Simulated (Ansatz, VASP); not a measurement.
# Ag in VASP and in Ansatz

```
CELL_PARAMETERS angstrom
2.97818 0.00000 0.00000
-1.48909 2.57918 0.00000
0.00000 0.00000 4.81762
ATOMIC_POSITIONS crystal
Ag 0.33333 0.66667 0.25000
Ag 0.66667 0.33333 0.75000
```

Alike in both runs: functional revPBE; k mesh 12 × 12 × 7; occupations fermi-dirac, width 0.1 eV; no spin polarisation.

Ansatz relaxed the structure, and its values are those at the end. VASP's run is a single point on that final structure, the one shown.

```csv
,VASP,Ansatz
version,VASP 6.6.1,Ansatz 0.2.0
potentials or method,"VASP PAW PBE potentials, release 64 (Ag), cutoff 520 eV","plane waves (420 eV) with PAW, scalar-relativistic"
valence electrons in the cell,22,38
```

|  | VASP | Ansatz | Ansatz less VASP |
| --- | --- | --- | --- |
| pressure (GPa) | -0.1 | 0.0 | +0.08 |

VASP's potentials were made for PBE, not for revPBE. The functional is the same, so the differences come from potentials, cutoffs and numerics. VASP's potentials hold 22 valence electrons a cell and Ansatz's 38, so a difference there can come from the potentials and not from the codes.
